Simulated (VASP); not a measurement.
# Sb (Fm-3m) in VASP: a series of runs

Sb is run at these levels: LDA; tasks: single point, relaxation of cell and atoms.

Program: VASP 6.6.1. These are calculated values, not measurements. Logs are shortened: lines on timing, memory, paths and dates and some standing lists are left out, and cuts for length are marked.

### 1 The cell of the first run

The structure is cubic, space group Fm-3m (No. 225). Conventional cell: a = 4.691 Å, b = 4.691 Å, c = 4.691 Å, α = 90.00°, β = 90.00°, γ = 90.00°. Sb (site symmetry m-3m) has 12 Sb at 3.32 Å within 4.4 Å.

### 2 Single point, LDA

Contents of INCAR:

```
PREC     = Accurate       # precision mode
ENCUT    = 520            # plane-wave cutoff, eV
EDIFF    = 1E-6           # SCF threshold, eV
ISMEAR   = -1             # smearing method
SIGMA    = 0.005          # smearing width, eV
LREAL    = F              # projectors in reciprocal space
LASPH    = T              # aspherical terms in the spheres
NELM     = 80             # most SCF steps
ALGO     = Normal         # electronic algorithm
ISIF     = 2              # what is computed and relaxed
LWAVE    = F              # write WAVECAR
LCHARG   = F              # write CHGCAR
GGA      = CA             # functional
NBANDS   = 8              # bands
```

Contents of KPOINTS:

```
Automatic mesh
0
Gamma
  12 12 12
```

Contents of POSCAR:

```
Sb
1.0
    0.0000000000      2.3454397369      2.3454397369
    2.3454397369      0.0000000000      2.3454397369
    2.3454397369      2.3454397369      0.0000000000
Sb
1
Direct
    0.0000000000      0.0000000000      0.0000000000
```

Potentials or basis: VASP PAW LDA potentials, release 64 (Sb).

Command:

```console
cat potpaw_LDA.64/Sb/POTCAR > POTCAR
mpirun -np 1 vasp_std > vasp.out
```

OUTCAR:

```text
PREC = Accurate
   ENCUT = 520
   EDIFF = 1E-6
   ISMEAR = -1
   LREAL = F
   LASPH = T
   NELM = 80
   ISIF = 2
   GGA = CA

 ion  position               nearest neighbor table
   1  0.000  0.000  0.000-

  LATTYP: Found a face centered cubic cell.
 ALAT       =     4.6908794738

  Lattice vectors:

 A1 = (   0.0000000000,   2.3454397369,   2.3454397369)
 A2 = (   2.3454397369,   0.0000000000,   2.3454397369)
 A3 = (   2.3454397369,   2.3454397369,   0.0000000000)

Analysis of symmetry for initial positions (statically):
=====================================================================
 Subroutine PRICEL returns:
 Original cell was already a primitive cell.

 Routine SETGRP: Setting up the symmetry group for a
 face centered cubic supercell.

 Subroutine GETGRP returns: Found 48 space group operations
 (whereof 48 operations were pure point group operations)
 out of a pool of 48 trial point group operations.

The static configuration has the point symmetry O_h .

Analysis of symmetry for dynamics (positions and initial velocities):
=====================================================================
 Subroutine PRICEL returns:
 Original cell was already a primitive cell.

 Routine SETGRP: Setting up the symmetry group for a
 face centered cubic supercell.

 Subroutine GETGRP returns: Found 48 space group operations
 (whereof 48 operations were pure point group operations)
 out of a pool of 48 trial point group operations.

The dynamic configuration has the point symmetry O_h .

 Subroutine INISYM returns: Found 48 space group operations
 (whereof 48 operations are pure point group operations),
 and found     1 'primitive' translations

----------------------------------------------------------------------------------------

                                     Primitive cell

  volume of cell :      25.8049

  direct lattice vectors                    reciprocal lattice vectors
     0.000000000  2.345439737  2.345439737    -0.213179641  0.213179641  0.213179641
     2.345439737  0.000000000  2.345439737     0.213179641 -0.213179641  0.213179641
     2.345439737  2.345439737  0.000000000     0.213179641  0.213179641 -0.213179641

  length of vectors
     3.316952686  3.316952686  3.316952686     0.369237969  0.369237969  0.369237969

  position of ions in fractional coordinates (direct lattice)
     0.000000000  0.000000000  0.000000000

  ion indices of the primitive-cell ions
   primitive index   ion index
                 1           1

----------------------------------------------------------------------------------------

 KPOINTS: Automatic mesh

Automatic generation of k-mesh.
 Grid dimensions read from file:
 generate k-points for:   12   12   12

 Generating k-lattice:

  Cartesian coordinates                     Fractional coordinates (reciprocal lattice)
    -0.017764970  0.017764970  0.017764970     0.083333333  0.000000000  0.000000000
     0.017764970 -0.017764970  0.017764970     0.000000000  0.083333333  0.000000000
     0.017764970  0.017764970 -0.017764970     0.000000000  0.000000000  0.083333333

  Length of vectors
     0.030769831  0.030769831  0.030769831

  Shift w.r.t. Gamma in fractional coordinates (k-lattice)
     0.000000000  0.000000000  0.000000000

 Subroutine IBZKPT returns following result:
 ===========================================

 Found     72 irreducible k-points:

 Following reciprocal coordinates:
            Coordinates               Weight
  0.000000  0.000000  0.000000      1.000000
  0.083333  0.000000  0.000000      8.000000
  0.166667  0.000000  0.000000      8.000000
  0.250000  0.000000  0.000000      8.000000
  0.333333  0.000000  0.000000      8.000000
  0.416667  0.000000  0.000000      8.000000
[... 16 lines left out ...]
  0.500000  0.166667  0.000000     24.000000
 -0.416667  0.166667  0.000000     24.000000
 [... further k-points ...]
   k-points           NKPTS =     72   k-points in BZ     NKDIM =     72   number of bands    NBANDS=      8
   number of dos      NEDOS =    301   number of ions     NIONS =      1
   total plane-waves  NPLWV =  21952
   dimension x,y,z NGX =    28 NGY =   28 NGZ =   28
   dimension x,y,z NGXF=    56 NGYF=   56 NGZF=   56
   ions per type =               1
   NGX,Y,Z   is equivalent  to a cutoff of  14.03, 14.03, 14.03 a.u.
   NGXF,Y,Z  is equivalent  to a cutoff of  28.07, 28.07, 28.07 a.u.
 SYSTEM =  unknown system
   PREC   = accura    normal or accurate (medium, high low for compatibility)
   ISTART =      0    job   : 0-new  1-cont  2-samecut
   ICHARG =      2    charge: 1-file 2-atom 10-const
   ISPIN  =      1    spin polarized calculation?
   LNONCOLLINEAR =      F non collinear calculations
   LSORBIT =      F    spin-orbit coupling
   LASPH  =      T    aspherical Exc in radial PAW
   ENCUT  =  520.0 eV  38.22 Ry    6.18 a.u.   6.17  6.17  6.17*2*pi/ulx,y,z
   NELM   =     80;   NELMIN=  2; NELMDL= -5     # of ELM steps
   EDIFF  = 0.1E-05   stopping-criterion for ELM
   LREAL  =      F    real-space projection
   EDIFFG = 0.1E-04   stopping-criterion for IOM
   NSW    =      0    number of steps for IOM
   IBRION =     -1    ionic relax: 0-MD 1-quasi-New 2-CG
   NFREE  =      0    steps in history (QN), initial steepest desc. (CG)
   ISIF   =      2    stress and relaxation
   ISYM   =      2    0-nonsym 1-usesym 2-fastsym
   POTIM  = 0.5000    time-step for ionic-motion
   TEBEG  =    0.0;   TEEND  =   0.0 temperature during run
   PSTRESS=    0.0 pullay stress
   NELECT =       5.0000    total number of electrons
   NUPDOWN=      -1.0000    fix difference up-down
   EMIN   =  10.00;   EMAX   =-10.00  energy-range for DOS
   EFERMI =   0.00;   METHOD = LEGACY
   ISMEAR =    -1;   SIGMA  =   0.01  broadening in eV -4-tet -1-fermi 0-gaus
   EFERMI_NEDOS =   21; number of points for ismear=-14 and -15
   IALGO  =     38    algorithm
   IMIX   =      4    mixing-type and parameters
     AMIX     =   0.40;   BMIX     =  1.00
     AMIX_MAG =   1.60;   BMIX_MAG =  1.00
  volume/ion in A,a.u.               =      25.80       174.14
  Fermi-wavevector in a.u.,A,eV,Ry     =   0.947321  1.790177 12.210104  0.897417
  Thomas-Fermi vector in A             =   2.075403
   LORBIT       =      0    0 simple, 1 ext, 2 COOP (PROOUT), +10 PAW based schemes
   GGA     = CA    functional components
   LHFCALC =     F    Hartree Fock is set to
   AEXX    =    0.0000 exact exchange contribution
   IVDW    =     0    specifies the selected vdW correction
   LEPSILON=     F    determine dielectric tensor
   LRPA    =     F    only Hartree local field effects (RPA)
 non-spin polarized calculation
  energy-cutoff  :      520.00
  volume of cell :       25.80
 maximum number of plane-waves:       725
 NGX is ok and might be reduce to    28
   NGX = 13   NGY = 13   NGZ = 13

 number of electron       5.0000000 magnetization

 Free energy of the ion-electron system (eV)
  ---------------------------------------------------
  ext. energy  EPLUGINS =         0.00000000
  ---------------------------------------------------
  free energy    TOTEN  =        -4.52728679 eV

  energy without entropy =       -4.52712099  energy(sigma->0) =       -4.52720389

 E-fermi :   8.9942     XC(G=0): -10.5560

 val. band max:        8.9883036699   @ k =   0.5000   0.4167   0.0833
 cond. band min:       9.0052956136   @ k =   0.5000   0.2500   0.0833
 fundamental gap:      0.0169919438
 Fermi energy:         8.9941762903

 k-point     1 :       0.0000    0.0000    0.0000
  band No.  band energies     occupation
      1      -4.3010      2.00000
      2      14.5227      0.00000
      3      14.5227      0.00000
      4      14.5227      0.00000
      5      18.8721      0.00000
      6      18.8721      0.00000
      7      18.8721      0.00000
      8      19.3067      0.00000

 k-point     2 :       0.0833    0.0000    0.0000
  band No.  band energies     occupation
      1      -4.1583      2.00000
      2      13.2143      0.00000
      3      14.3308      0.00000
      4      14.3308      0.00000
      5      18.0718      0.00000
      6      19.1706      0.00000
      7      19.1706      0.00000
      8      20.9332      0.00000

 k-point     3 :       0.1667    0.0000    0.0000
  band No.  band energies     occupation
      1      -3.7320      2.00000
      2      10.7331      0.00000
      3      13.9002      0.00000
      4      13.9002      0.00000
      5      17.6068      0.00000
      6      19.6725      0.00000
      7      19.6725      0.00000
      8      21.3183      0.00000

 k-point     4 :       0.2500    0.0000    0.0000
  band No.  band energies     occupation
      1      -3.0304      2.00000
      2       8.1680      2.00000
      3      13.4410      0.00000
      4      13.4410      0.00000
      5      17.3405      0.00000
      6      19.3054      0.00000
      7      19.3054      0.00000
      8      20.7446      0.00000

 k-point     5 :       0.3333    0.0000    0.0000
  band No.  band energies     occupation
      1      -2.0814      2.00000
      2       5.8124      2.00000
      3      13.0673      0.00000
      4      13.0673      0.00000
      5      17.2487      0.00000
      6      18.6519      0.00000
      7      18.6519      0.00000
      8      19.7231      0.00000

 k-point     6 :       0.4167    0.0000    0.0000
  band No.  band energies     occupation
      1      -0.9964      2.00000
      2       3.8619      2.00000
      3      12.8292      0.00000
      4      12.8292      0.00000
      5      17.2973      0.00000
      6      18.2070      0.00000
      7      18.2070      0.00000
      8      18.9904      0.00000

 k-point     7 :       0.5000    0.0000    0.0000
  band No.  band energies     occupation
      1      -0.3399      2.00000
      2       2.9138      2.00000
      3      12.7478      0.00000
      4      12.7478      0.00000
      5      17.3588      0.00000
      6      18.0534      0.00000
      7      18.0534      0.00000
      8      18.6993      0.00000
[... 133 lines left out ...]
 k-point    20 :       0.2500    0.1667    0.0000
  band No.  band energies     occupation
      1      -3.0237      2.00000
      2      10.0088      0.00000
      3      11.8222      0.00000
      4      12.1395      0.00000
      5      15.9809      0.00000
      6      17.1130      0.00000
      7      21.6945      0.00000
      8      21.9416      0.00000

 k-point    21 :       0.3333    0.1667    0.0000
  band No.  band energies     occupation
      1      -2.2399      2.00000
      2       7.6710      2.00000
      3      11.4207      0.00000
      4      11.4525      0.00000
      5      15.7262      0.00000
      6      17.9297      0.00000
      7      21.3407      0.00000
      8      21.4938      0.00000

 k-point    22 :       0.4167    0.1667    0.0000
  band No.  band energies     occupation
      1      -1.2362      2.00000
      2       5.5233      2.00000
      3      10.6269      0.00000
      4      11.3387      0.00000
      5      15.4557      0.00000
      6      19.3758      0.00000
      7      20.5968      0.00000
      8      21.4041      0.00000

 k-point    23 :       0.5000    0.1667    0.0000
  band No.  band energies     occupation
      1      -0.2112      2.00000
      2       3.8670      2.00000
      3       9.9538      0.00000
      4      11.4918      0.00000
      5      15.4790      0.00000
      6      19.9919      0.00000
      7      20.0173      0.00000
      8      22.2600      0.00000

 k-point    24 :      -0.4167    0.1667    0.0000
  band No.  band energies     occupation
      1       0.0111      2.00000
      2       3.5627      2.00000
      3       9.4891      0.00000
      4      11.9033      0.00000
      5      15.7966      0.00000
      6      19.5852      0.00000
      7      19.8473      0.00000
      8      22.9334      0.00000

 [... further k-points ...]
[... 5 lines left out ...]
  --------------------------------------------------------------------------------------
  -------------------------------------------------------------------------------------
  Total        0.0091291      0.0091291      0.0091291     -0.0000000     -0.0000000     -0.0000000
  in kB        0.5668089      0.5668089      0.5668089     -0.0000000     -0.0000000     -0.0000000
  external PRESSURE =       0.5668089 kB  Pullay stress =       0.0000000 kB

 VOLUME and BASIS-vectors are now :
 -----------------------------------------------------------------------------
  energy-cutoff  :      520.00
  volume of cell :       25.80
      direct lattice vectors                 reciprocal lattice vectors
     0.000000000  2.345439737  2.345439737    -0.213179641  0.213179641  0.213179641
     2.345439737  0.000000000  2.345439737     0.213179641 -0.213179641  0.213179641
     2.345439737  2.345439737  0.000000000     0.213179641  0.213179641 -0.213179641

 POSITION                                       TOTAL-FORCE (eV/Angst)
 -----------------------------------------------------------------------------------
      0.00000      0.00000      0.00000         0.000000     -0.000000     -0.000000
 -----------------------------------------------------------------------------------
    total drift:                                0.000000      0.000000      0.000000

  FREE ENERGIE OF THE ION-ELECTRON SYSTEM (eV)
  ---------------------------------------------------
  free  energy   TOTEN  =        -4.5272867930 eV

  energy  without entropy=       -4.5271209899  energy(sigma->0) =       -4.52720389
```

Run time: 6.4 s. Hardware: 1 thread of Intel Xeon 6975P-C, shared host; peak memory 0.15 GiB.

What came out:

| Quantity | Value |
| --- | --- |
| Free energy | -4.5273 eV |
| Pressure | 0.1 GPa |

Caveat: spin-orbit coupling is left out, which moves the levels of the heavy elements.

### 3 Relaxation of cell and atoms, LDA

This run uses another cell than the first one, of 24.49 Å³/atom, 0.949 times its volume.

Contents of INCAR:

```
SYSTEM = Sb
PREC     = Accurate       ! precision mode
ENCUT    = 600            ! plane-wave cutoff, eV
EDIFF    = 1E-6           ! SCF threshold, eV
ISMEAR   = -1             ! smearing method
SIGMA    = 0.005          ! smearing width, eV
LREAL    = .FALSE.        ! projectors in reciprocal space
LASPH    = .TRUE.         ! aspherical terms in the spheres
NELM     = 80             ! most SCF steps
ALGO     = Normal         ! electronic algorithm
ISIF     = 3              ! what is computed and relaxed
LWAVE    = .FALSE.        ! write WAVECAR
LCHARG   = .FALSE.        ! write CHGCAR
IBRION   = 2              ! ionic algorithm
NSW      = 100            ! ionic steps
EDIFFG   = -0.005         ! ionic threshold
```

Contents of KPOINTS:

```
Automatic mesh
0
G
  12 12 12
  0 0 0
```

Contents of POSCAR:

```
Sb
1.0
    0.0000000000      2.3050000000      2.3050000000
    2.3050000000      0.0000000000      2.3050000000
    2.3050000000      2.3050000000      0.0000000000
Sb
1
Direct
    0.0000000000      0.0000000000      0.0000000000
```

Potentials or basis: VASP PAW LDA potentials, release 64 (Sb).

Command:

```console
cat potpaw_LDA.64/Sb/POTCAR > POTCAR
mpirun -np 1 vasp_std > vasp.out
```

It took 11 s on 1 thread of Intel Xeon 6975P-C, shared host; peak memory 0.15 GiB.

It converged, with:

```
Free energy                            : -4.5273 eV
Relaxed volume                         : 25.82 Å³/atom
Relaxed cell                           : a = 3.318 Å, b = 3.318 Å, c = 3.318 Å, α = 60.00°, β = 60.00°, γ = 60.00°
Space group after relaxing (to 0.05 Å) : Fm-3m (No. 225)
Energy gained by relaxing              : 15.4 meV/atom
Ionic steps                            : 3
Pressure after relaxing                : 0.0 GPa
```

The path:
```
step  energy change (eV)  largest force (eV/Å)  pressure (GPa)  volume (Å³)
   1              0.0000                0.0000            3.94        24.49
   2             -0.0098                0.0000           -2.09        26.69
   3             -0.0154                0.0000            0.02        25.82
```

Final structure:
```yaml
crystal:
  lattice:
    - [0.00000, 2.34595, 2.34595]
    - [2.34595, 0.00000, 2.34595]
    - [2.34595, 2.34595, 0.00000]
  atoms:
    - { symbol: Sb, position: [0.00000, 0.00000, 0.00000] }
```

Levels at points of the mesh, in eV from the Fermi level:
```tsv
k point	band 1	band 2	band 3	band 4	band 5	band 6
(0.00, 0.00, 0.00)	-13.29	5.52	5.52	5.52	9.88	9.88
(0.50, 0.00, 0.00)	-9.33	-6.08	3.75	3.75	8.36	9.06
(0.50, 0.50, 0.00)	-7.61	-5.14	0.35	0.35	4.20	4.62
```

Caveat: spin-orbit coupling is left out, which moves the levels of the heavy elements.
